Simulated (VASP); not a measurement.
Cs: single point with revPBE

The system is Cs.

```xyz
1
Lattice="0.0000 3.8406 3.8406 3.8406 0.0000 3.8406 3.8406 3.8406 0.0000" Properties=species:S:1:pos:R:3 pbc="T T T"
Cs    0.0000    0.0000    0.0000
```

This isn't the form of Cs at room conditions, which is bcc.

| Quantity | Value |
| --- | --- |
| Program | VASP 6.6.1 |
| Task | single point |
| Functional | revPBE |
| Potentials or basis | VASP PAW PBE potentials, release 64 (Cs_sv) |
| Cutoff | 520 eV |
| k mesh | 8 × 8 × 8 |
| Occupations | fermi-dirac, width 0.1 eV |
| Spin | no spin polarisation |

```json
{
  "Pressure": "0.3 GPa",
  "Band gap on the k mesh": "zero (an odd number of electrons rules out a gap without spin polarisation)"
}
```

Levels at points of the mesh, in eV from the Fermi level:
```csv
k point,band 3,band 4,band 5,band 6,band 7,band 8
"(0.00, 0.00, 0.00)",-10.64,-10.64,-1.67,2.49,2.49,2.49
"(0.50, 0.00, 0.00)",-10.66,-10.66,0.00,0.75,2.34,2.34
"(0.50, 0.50, 0.00)",-10.69,-10.69,0.26,1.05,1.45,4.08
```

Wall time 20 s on 1 thread of Intel(R) Xeon(R) Platinum 8488C (Sapphire Rapids), on a shared host, peak memory 0.24 GiB.

Caveat: the PAW data sets were made with another functional, which shifts forces and pressure a little; spin-orbit coupling is left out, which moves the levels of the heavy elements.
